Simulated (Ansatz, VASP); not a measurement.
# SnO2 in VASP and in Ansatz

```
Sn O
1.0
     4.72229    0.00000    0.00000
     0.00000    4.72287    0.00000
     0.00000    0.00000    3.19040
Sn O
2 4
Direct
  0.50000 0.50000 0.50000
  0.00000 0.00000 0.00000
  0.30598 0.30618 0.00000
  0.80598 0.19382 0.50000
  0.19402 0.80618 0.50000
  0.69402 0.69382 0.00000
```

Alike in both runs: task single point; functional LDA; k mesh 6 × 6 × 10; occupations gaussian, width 0.05 eV; no spin polarisation.

|  | VASP | Ansatz |
| --- | --- | --- |
| version | VASP 6.6.1 | Ansatz 0.2.0 |
| potentials or method | VASP PAW LDA potentials, release 64 (Sn_d, O), cutoff 520 eV | scalar-relativistic, plane waves, PAW |
| valence electrons in the cell | 52 | 52 |

VASP gave:

```
gap on the k mesh at the Fermi level (eV)                     : 1.20
least direct gap on the mesh (eV)                             : 1.20
pressure (GPa)                                                : 1.1
traceless stress, the component that is largest in VASP (GPa) : 0.31
rms of the force components (eV/Å)                            : 0.011
```

Q: Which values does Ansatz return?

A: gap on the k mesh at the Fermi level (eV): 1.16; least direct gap on the mesh (eV): 1.16; pressure (GPa): 0.0; traceless stress, the component that is largest in VASP (GPa): 0.00; rms of the force components (eV/Å): 0.000.

LDA's correlation is that of Perdew and Zunger in VASP and of Perdew and Wang (1992) in Ansatz. Atom by atom the forces differ by 0.011 eV/Å (rms over components).
